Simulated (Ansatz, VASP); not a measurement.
**Ca2AlO in VASP and in Ansatz**

```xyz
4
Lattice="3.5532 0.0000 0.0000 0.0000 3.5532 0.0000 0.0000 0.0000 8.0062" Properties=species:S:1:pos:R:3 pbc="T T T"
Ca    0.0000    1.7766    2.6335
Ca    1.7766    0.0000    5.3728
Al    0.0000    0.0000    0.0000
O     1.7766    1.7766    4.0031
```

Change from the starting cell: species swapped into the ZnSnAs2 type (P-4m2, No. 115).

Alike in both runs: functional PBE; k mesh 6 × 6 × 2; occupations gaussian, width 0.1 eV; no spin polarisation.

Ansatz relaxed the structure, and its values are those at the end. VASP's run is a single point on that final structure, the one shown.

|  | VASP | Ansatz |
| --- | --- | --- |
| version | VASP 6.6.1 | Ansatz 0.2.0 |
| potentials or method | VASP PAW PBE potentials, release 64 (Ca_sv, Al, O), cutoff 520 eV | scalar-relativistic, plane waves, PAW |
| valence electrons in the cell | 29 | 29 |

```csv
,VASP,Ansatz,Ansatz less VASP
gap on the k mesh at the Fermi level (eV),none,none,-
pressure (GPa),0.2,0.0,-0.20
rms of the force components (eV/Å),0.022,0.000,-0.0220
```

A gap of «none» marks a metal or a gap that the smearing closes. With one functional, cell and mesh, what is left measures potentials, basis and numerics.

The k mesh is coarse, so the values compare programs but aren't converged.
